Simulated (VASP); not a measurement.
Here is a VASP 6.6.1 calculation.

Contents of INCAR:

```
PREC = Accurate
ENCUT = 520
EDIFF = 1E-7
ISMEAR = 1
SIGMA = 0.03
LREAL = F
LASPH = T
NELM = 60
ALGO = Normal
ISIF = 2
LWAVE = F
LCHARG = T
GGA = PE
LELF = T
LVHAR = T
NBANDS = 9
```

The input KPOINTS:

```
regular mesh
0
Gamma
  16 16 9
```

Contents of POSCAR:

```
Be
1.0
    2.2656737714      0.0000000000      0.0000000000
   -1.1328368857      1.9621310427      0.0000000000
    0.0000000000      0.0000000000      3.5587036811
Be
2
Direct
    0.3333333333      0.6666666667      0.2500000000
    0.6666666667      0.3333333333      0.7500000000
```

Potentials or basis: VASP PAW PBE potentials, release 64 (Be).

Command:

```console
$ cat potpaw_PBE.64/Be/POTCAR > POTCAR
$ mpirun -np 1 vasp_std > vasp.out
```

Q: What does it give for the pressure?

A: 0.2 GPa.

Q: Predict the band gap on the k mesh.

A: Zero (band 2 reaches 7.95 eV, above the bottom of band 3 at 6.35 eV).

Stress tensor (GPa, compression positive):
```
 0.27  0.00  0.00
 0.00  0.27  0.00
 0.00  0.00 -0.07
```
